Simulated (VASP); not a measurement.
A run of VASP 6.6.1 is set up as follows.

Contents of INCAR:

```
PREC     = Accurate       # precision mode
ENCUT    = 600            # plane-wave cutoff, eV
EDIFF    = 1E-6           # SCF threshold, eV
ISMEAR   = 0              # smearing method
SIGMA    = 0.02           # smearing width, eV
LREAL    = F              # projectors in reciprocal space
LASPH    = T              # aspherical terms in the spheres
NELM     = 200            # most SCF steps
ALGO     = Normal         # electronic algorithm
ISIF     = 2              # what is computed and relaxed
LWAVE    = F              # write WAVECAR
LCHARG   = F              # write CHGCAR
ISPIN    = 2              # spin polarisation
MAGMOM   = 0 0 0 0 0 1.45 0.22 0.22 0 0 0 0 # initial moments
LORBIT   = 11             # projections on sites
LMAXMIX  = 4              # l up to which the mixer works
GGA      = PE             # functional
NBANDS   = 44             # bands
GGA_COMPAT= F            
KPAR     = 4
```

KPOINTS

```
regular mesh
0
Gamma
  12 12 2
```

Contents of POSCAR:

```
Mg5NiS6
1.0
    3.6633159667      0.0000000000      0.0000000000
   -1.8316579833      3.1725246892      0.0000000000
    0.0000000000      0.0000000000     17.7951148588
Mg Ni S
5 1 6
Direct
    0.3333333333      0.6666666667      0.8408825193
    0.6666666667      0.3333333333      0.6705094996
    0.0000000000      0.0000000000      0.5000000000
    0.3333333333      0.6666666667      0.3294905004
    0.6666666667      0.3333333333      0.1591174807
    0.0000000000      0.0000000000      0.0000000000
    0.6666666667      0.3333333333      0.9274251657
    0.3333333333      0.6666666667      0.0725748343
    0.0000000000      0.0000000000      0.7557015487
    0.3333333333      0.6666666667      0.5852336857
    0.6666666667      0.3333333333      0.4147663143
    0.0000000000      0.0000000000      0.2442984513
```

Potentials or basis: VASP PAW PBE potentials, release 64 (Mg, Ni, S).

Command:

```sh
$ cat potpaw_PBE.64/Mg/POTCAR potpaw_PBE.64/Ni/POTCAR potpaw_PBE.64/S/POTCAR > POTCAR
$ mpirun -np 4 vasp_std > vasp.out
```

(1) Estimate the band gap on the k mesh.

(2) Estimate the pressure.

## Answers

(1) 0.29 eV (least direct gap 0.70 eV).

(2) -0.2 GPa.

Caveat: a cell with one magnetic atom can't hold antiferromagnetic order, which such compounds often take.
